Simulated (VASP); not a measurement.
Here is a VASP 6.6.1 calculation.

File INCAR:

```
PREC     = Accurate       # precision mode
ENCUT    = 520            # plane-wave cutoff, eV
EDIFF    = 1E-7           # SCF threshold, eV
ISMEAR   = -1             # smearing method
SIGMA    = 0.08           # smearing width, eV
LREAL    = False          # projectors in reciprocal space
LASPH    = True           # aspherical terms in the spheres
NELM     = 100            # most SCF steps
ALGO     = Normal         # electronic algorithm
ISIF     = 2              # what is computed and relaxed
LWAVE    = False          # write WAVECAR
LCHARG   = False          # write CHGCAR
GGA      = PS             # functional
NBANDS   = 30             # bands
```

Contents of KPOINTS:

```
Automatic mesh
0
Gamma
  9 9 12
```

POSCAR

```
Rh
1.0
    4.2761526802      0.0000000000      0.0000000000
   -2.1380763401      3.7032568515      0.0000000000
    0.0000000000      0.0000000000      2.6219808034
Rh
3
Direct
    0.0000000000      0.0000000000      0.0000000000
    0.3333333333      0.6666666667      0.5000000000
    0.6666666667      0.3333333333      0.5000000000
```

Potentials or basis: VASP PAW PBE potentials, release 64 (Rh_pv).

Launch:

```sh
$ cat potpaw_PBE.64/Rh_pv/POTCAR > POTCAR
$ mpirun -np 1 vasp_std > vasp.out
```

(1) What does it give for the pressure?

Answers

(1) 0.8 GPa.

Caveat: the PAW data sets were made with another functional, which shifts forces and pressure a little.
